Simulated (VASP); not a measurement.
Input of a VASP 6.6.1 run:

File INCAR:

```
SYSTEM = AlIr
PREC = Accurate
ENCUT = 560
EDIFF = 1E-6
ISMEAR = -1
SIGMA = 0.03
LREAL = .FALSE.
LASPH = .TRUE.
NELM = 120
ALGO = Normal
ISIF = 2
LWAVE = .FALSE.
LCHARG = .FALSE.
NBANDS = 17
GGA_COMPAT = .FALSE.
```

File KPOINTS:

```
Automatic mesh
0
G
  11 11 11
  0 0 0
```

The input POSCAR:

```
AlIr
1.0
    2.9945548500      0.0000000000      0.0000000000
    0.0000000000      2.9945548500      0.0000000000
    0.0000000000      0.0000000000      2.9945548500
Al Ir
1 1
Direct
    0.0000000000      0.0000000000      0.0000000000
    0.5000000000      0.5000000000      0.5000000000
```

Potentials or basis: VASP PAW LDA potentials, release 64 (Al, Ir_sv_GW).

The run is started by

```sh
$ cat potpaw_LDA.64/Al/POTCAR potpaw_LDA.64/Ir_sv_GW/POTCAR > POTCAR
$ mpirun -np 1 vasp_std > vasp.out
```

(1) Predict the band gap on the k mesh.

(2) Estimate the pressure.

## Answers

(1) zero (bands 10 and 11 overlap by 1.26 eV).

(2) -6.5 GPa.

Caveat: the cell stands under tension; spin-orbit coupling is left out, which moves the levels of the heavy elements.
